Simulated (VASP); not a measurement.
## Zn27TeS26 (a cell with a defect): electric field gradients with PBE

The system is Zn27TeS26 (a cell with a defect).

```xyz
54
Lattice="0.0000 8.1060 8.1060 8.1060 0.0000 8.1060 8.1060 8.1060 0.0000" Properties=species:S:1:pos:R:3 pbc="T T T"
Zn    1.3510    1.3510    1.3510
Zn    4.0530    4.0530    1.3510
Zn    6.7550    6.7550    1.3510
Zn    4.0530    1.3510    4.0530
Zn    6.7550    4.0530    4.0530
Zn    9.4570    6.7550    4.0530
Zn    6.7550    1.3510    6.7550
Zn    9.4570    4.0530    6.7550
Zn   12.1590    6.7550    6.7550
Zn    1.3510    4.0530    4.0530
Zn    4.0530    6.7550    4.0530
Zn    6.7550    9.4570    4.0530
Zn    4.0530    4.0530    6.7550
Zn    6.7550    6.7550    6.7550
Zn    9.4570    9.4570    6.7550
Zn    6.7550    4.0530    9.4570
Zn    9.4570    6.7550    9.4570
Zn   12.1590    9.4570    9.4570
Zn    1.3510    6.7550    6.7550
Zn    4.0530    9.4570    6.7550
Zn    6.7550   12.1590    6.7550
Zn    4.0530    6.7550    9.4570
Zn    6.7550    9.4570    9.4570
Zn    9.4570   12.1590    9.4570
Zn    6.7550    6.7550   12.1590
Zn    9.4570    9.4570   12.1590
Zn   12.1590   12.1590   12.1590
Te    0.0000    0.0000    0.0000
S     2.7020    2.7020    0.0000
S     5.4040    5.4040    0.0000
S     2.7020    0.0000    2.7020
S     5.4040    2.7020    2.7020
S     8.1060    5.4040    2.7020
S     5.4040    0.0000    5.4040
S     8.1060    2.7020    5.4040
S    10.8080    5.4040    5.4040
S     0.0000    2.7020    2.7020
S     2.7020    5.4040    2.7020
S     5.4040    8.1060    2.7020
S     2.7020    2.7020    5.4040
S     5.4040    5.4040    5.4040
S     8.1060    8.1060    5.4040
S     5.4040    2.7020    8.1060
S     8.1060    5.4040    8.1060
S    10.8080    8.1060    8.1060
S     0.0000    5.4040    5.4040
S     2.7020    8.1060    5.4040
S     5.4040   10.8080    5.4040
S     2.7020    5.4040    8.1060
S     5.4040    8.1060    8.1060
S     8.1060   10.8080    8.1060
S     5.4040    5.4040   10.8080
S     8.1060    8.1060   10.8080
S    10.8080   10.8080   10.8080
```

| Property | Result |
| --- | --- |
| Program | VASP 6.6.1 |
| Task | electric field gradients |
| Functional | PBE |
| Potentials or basis | VASP PAW PBE potentials, release 64 (Zn, Te, S) |
| Cutoff | 520 eV |
| k mesh | 2 × 2 × 2 |
| Occupations | fermi-dirac, width 0.01 eV |
| Spin | no spin polarisation |
| Dipole correction | no |
| Further INCAR settings | LREAL = Auto; ALGO = Normal; EDIFF = 1e-08; NBANDS = 276 |

| Quantity | Value |
| --- | --- |
| Pressure | 3.3 GPa |
| Largest force | 2.435 eV/Å |
| Band gap on the k mesh | 2.11 eV |
| Largest electric field gradient by atom | Zn -36.8, -0.7, -0.2, -0.1, +0.0 (each value once); Te -0.0; S -4.2, +0.1, -0.1, -0.2 (each value once) V/Å² |

Forces on the atoms (eV/Å):
```
Zn   1.406  1.406  1.406
Zn   0.000  0.000 -0.025
Zn  -1.406 -1.406  1.406
Zn   0.000 -0.025  0.000
Zn   0.025  0.000  0.000
Zn   0.000  0.000  0.004
Zn  -1.406  1.406 -1.406
Zn   0.000  0.004  0.000
Zn  -0.004  0.000  0.000
Zn  -0.025  0.000  0.000
Zn   0.000  0.025  0.000
Zn   0.000  0.000  0.004
Zn   0.000  0.000  0.025
Zn  -0.003 -0.003 -0.003
Zn   0.003  0.003 -0.003
Zn   0.000  0.004  0.000
Zn   0.003 -0.003  0.003
Zn  -0.004  0.000  0.000
Zn   1.406 -1.406 -1.406
Zn   0.004  0.000  0.000
Zn   0.000 -0.004  0.000
Zn   0.004  0.000  0.000
Zn  -0.003  0.003  0.003
Zn   0.000 -0.004  0.000
Zn   0.000  0.000 -0.004
Zn   0.000  0.000 -0.004
Zn   0.000  0.000  0.000
Te   0.000  0.000  0.000
S    0.100  0.100  0.028
S   -0.100 -0.100  0.028
S    0.100  0.028  0.100
S    0.001 -0.001 -0.001
S   -0.028 -0.100  0.100
S   -0.100  0.028 -0.100
S   -0.028  0.100 -0.100
S    0.000  0.000  0.000
S    0.028  0.100  0.100
S   -0.001  0.001 -0.001
S   -0.100 -0.028  0.100
S   -0.001 -0.001  0.001
S    0.001  0.001  0.001
S    0.000  0.000  0.000
S   -0.100  0.100 -0.028
S    0.000  0.000  0.000
S    0.000  0.000  0.000
S    0.028 -0.100 -0.100
S    0.100 -0.028 -0.100
S    0.000  0.000  0.000
S    0.100 -0.100 -0.028
S    0.000  0.000  0.000
S    0.000  0.000  0.000
S    0.000  0.000  0.000
S    0.000  0.000  0.000
S    0.000  0.000  0.000
```

Levels at points of the mesh, in eV from the valence-band top:
```
           k point  band 241  band 242  band 243  band 244  band 245  band 246
(0.00, 0.00, 0.00)      0.00      0.00      0.00      2.11      3.30      3.30
(0.50, 0.00, 0.00)     -0.32     -0.20     -0.20      3.18      3.20      3.27
(0.50, 0.50, 0.00)     -0.45     -0.33     -0.33      3.29      3.80      3.81
```

Electric field gradients, principal values (V/Å²):
| atom | least | middle | greatest (by size) |
| --- | --- | --- | --- |
| 1 Zn | 18.392 | 18.392 | -36.784 |
| 2 Zn | 0.053 | 0.654 | -0.706 |
| 3 Zn | 18.392 | 18.400 | -36.792 |
| 4 Zn | 0.053 | 0.654 | -0.706 |
| 5 Zn | 0.047 | 0.659 | -0.706 |
| 6 Zn | 0.018 | 0.184 | -0.202 |
| 7 Zn | 18.392 | 18.400 | -36.792 |
| 8 Zn | 0.018 | 0.184 | -0.202 |
| 9 Zn | 0.024 | 0.178 | -0.202 |
| 10 Zn | 0.053 | 0.654 | -0.706 |
| 11 Zn | 0.047 | 0.659 | -0.706 |
| 12 Zn | 0.018 | 0.184 | -0.202 |
| 13 Zn | 0.047 | 0.659 | -0.706 |
| 14 Zn | 0.053 | 0.053 | -0.105 |
| 15 Zn | 0.053 | 0.061 | -0.113 |
| 16 Zn | 0.018 | 0.184 | -0.202 |
| 17 Zn | 0.053 | 0.061 | -0.113 |
| 18 Zn | 0.024 | 0.178 | -0.202 |
| 19 Zn | 18.392 | 18.400 | -36.792 |
| 20 Zn | 0.018 | 0.184 | -0.202 |
| 21 Zn | 0.024 | 0.178 | -0.202 |
| 22 Zn | 0.018 | 0.184 | -0.202 |
| 23 Zn | 0.053 | 0.061 | -0.113 |
| 24 Zn | 0.024 | 0.178 | -0.202 |
| 25 Zn | 0.024 | 0.178 | -0.202 |
| 26 Zn | 0.024 | 0.178 | -0.202 |
| 27 Zn | -0.003 | -0.003 | 0.006 |
| 28 Te | 0.000 | 0.000 | -0.001 |
| 29 S | 2.031 | 2.122 | -4.153 |
| 30 S | 2.031 | 2.122 | -4.153 |
| 31 S | 2.031 | 2.122 | -4.153 |
| 32 S | -0.046 | -0.046 | 0.092 |
| 33 S | 2.031 | 2.122 | -4.153 |
| 34 S | 2.031 | 2.122 | -4.153 |
| 35 S | 2.031 | 2.122 | -4.153 |
| 36 S | 0.053 | 0.053 | -0.105 |
| 37 S | 2.031 | 2.122 | -4.153 |
| 38 S | -0.046 | -0.046 | 0.092 |
| 39 S | 2.031 | 2.122 | -4.153 |
| 40 S | -0.046 | -0.046 | 0.092 |
| 41 S | -0.046 | -0.046 | 0.092 |
| 42 S | 0.040 | 0.128 | -0.167 |
| 43 S | 2.031 | 2.122 | -4.153 |
| 44 S | 0.040 | 0.128 | -0.167 |
| 45 S | 0.040 | 0.128 | -0.167 |
| 46 S | 2.031 | 2.122 | -4.153 |
| 47 S | 2.031 | 2.122 | -4.153 |
| 48 S | 0.053 | 0.053 | -0.105 |
| 49 S | 2.031 | 2.122 | -4.153 |
| 50 S | 0.040 | 0.128 | -0.167 |
| 51 S | 0.040 | 0.128 | -0.167 |
| 52 S | 0.053 | 0.053 | -0.105 |
| 53 S | 0.040 | 0.128 | -0.167 |
| 54 S | 0.053 | 0.053 | -0.105 |

Wall time 5 min on 1 × NVIDIA H100 80GB with 1 thread of AMD EPYC 7R13 Processor (Zen 3), with other jobs on the host, peak memory 2.3 GiB.

Caveat: without QUAD_EFG the Cq values of the log hold for a quadrupole moment of 1 mb, not for the nuclei; spin-orbit coupling is left out, which moves the levels of the heavy elements.
